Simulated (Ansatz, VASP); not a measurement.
# SrTiO3 in VASP and in Ansatz

File POSCAR:

```
SrTiO3
1.0
    3.8673856555      0.0000000000      0.0000000000
    0.0000000000      3.8673856555      0.0000000000
    0.0000000000      0.0000000000      3.8673856555
Sr Ti O
1 1 3
Direct
    0.5000000000      0.5000000000      0.5000000000
    0.0000000000      0.0000000000      0.0000000000
    0.5000000000      0.0000000000      0.0000000000
    0.0000000000      0.5000000000      0.0000000000
    0.0000000000      0.0000000000      0.5000000000
```

Contents of INCAR.step1:

```
SYSTEM = SrTiO3
  PREC = Accurate
  ENCUT = 910
  ISMEAR = 0
  SIGMA = 0.01
  LREAL = .False.
  LASPH = .True.
  NELM = 120
  NBANDS = 28
  GGA = PE
  ALGO = Normal
  EDIFF = 1E-5
  LWAVE = .True.
  LCHARG = .False.
  GGA_COMPAT = .False.
```

INCAR.step2

```
SYSTEM = SrTiO3
  PREC = Accurate
  ENCUT = 910
  EDIFF = 1E-6
  ISMEAR = 0
  SIGMA = 0.01
  LREAL = .False.
  LASPH = .True.
  NELM = 120
  ALGO = Normal
  ISIF = 2
  LWAVE = .False.
  LCHARG = .True.
  METAGGA = R2SCAN
  LMIXTAU = .True.
  LELF = .True.
  LVHAR = .True.
  NBANDS = 28
  ISTART = 1
  GGA_COMPAT = .False.
```

The input KPOINTS:

```
regular mesh
0
Gamma
  6 6 6
  0 0 0
```

Input for Ansatz:

```yaml
crystal:
  lattice:
    - [3.8673856555, 0.0, 0.0]
    - [0.0, 3.8673856555, 0.0]
    - [0.0, 0.0, 3.8673856555]
  atoms:
    - { symbol: Sr, position: [0.5, 0.5, 0.5] }
    - { symbol: Ti, position: [0.0, 0.0, 0.0] }
    - { symbol: O, position: [0.5, 0.0, 0.0] }
    - { symbol: O, position: [0.0, 0.5, 0.0] }
    - { symbol: O, position: [0.0, 0.0, 0.5] }
kpoints:
  mp_grid: { grid: [6, 6, 6] }
hamiltonian:
  xc: r2scan
scf:
  occupations: { method: fixed }
  n_extra_bands: 5
output:
  forces: true
  stress: true
  eigenvalues: true
```

Alike in both runs: task single point; functional r2SCAN; k mesh 6 × 6 × 6; no spin polarisation.

|  | VASP | Ansatz |
| --- | --- | --- |
| version | VASP 6.6.1 | Ansatz 0.2.0 |
| potentials or method | VASP PAW PBE potentials, release 64 (Sr_sv, Ti_sv, O_h) | plane waves, PAW |
| plane-wave cutoff (eV) | 910 | 500 |
| occupations | gaussian, width 0.01 eV | fixed |
| valence electrons in the cell | 40 | 40 |

VASP gave:

| Property | Result |
| --- | --- |
| gap on the k mesh at the Fermi level (eV) | 2.35 |

Problem. What did Ansatz give for the same quantities?

Solution. gap on the k mesh at the Fermi level (eV): 2.33.

VASP's potentials were made for PBE, not for r2SCAN.

Noted on VASP's run: the cutoff is short for stress, so the pressure is rough.
